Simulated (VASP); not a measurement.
BP, 2 atoms in the cell. Symmetry: F-43m, No. 216, cubic system. Conventional cell: a = 4.506 Å, b = 4.506 Å, c = 4.506 Å, α = 90.00°, β = 90.00°, γ = 90.00°. Within 2.6 Å of B (site symmetry -43m) lie 4 P at 1.95 Å. Within 2.6 Å of P (site symmetry -43m) lie 4 B at 1.95 Å. 

| Item | Value |
| --- | --- |
| Program | VASP 6.6.1 |
| Task | single point |
| Functional | r2SCAN |
| Potentials or basis | VASP PAW PBE potentials, release 64 (B, P) |
| Cutoff | 520 eV |
| k mesh | 10 × 10 × 10 |
| Occupations | fermi-dirac, width 0.02 eV |
| Spin | no spin polarisation |
| Dipole correction | no |
| Further INCAR settings | ALGO = Normal; EDIFF = 1e-07; NBANDS = 11 |

Potentials or basis: VASP PAW PBE potentials, release 64 (B, P).

Run with:

```sh
$ cat potpaw_PBE.64/B/POTCAR potpaw_PBE.64/P/POTCAR > POTCAR
$ cp INCAR.step1 INCAR
$ mpirun -np 1 vasp_std > vasp.out
$ cp INCAR.step2 INCAR
$ mpirun -np 1 vasp_std > vasp.out
```

Hardware: 1 thread of AMD EPYC 7R43 64-Core Processor (Zen 3), with other jobs on the host.

Task: Estimate the wall time of this run.

Result: Wall time 49 s on 1 thread of AMD EPYC 7R43 64-Core Processor (Zen 3) (shared host), peak memory 0.11 GiB. Counts: k points 47.
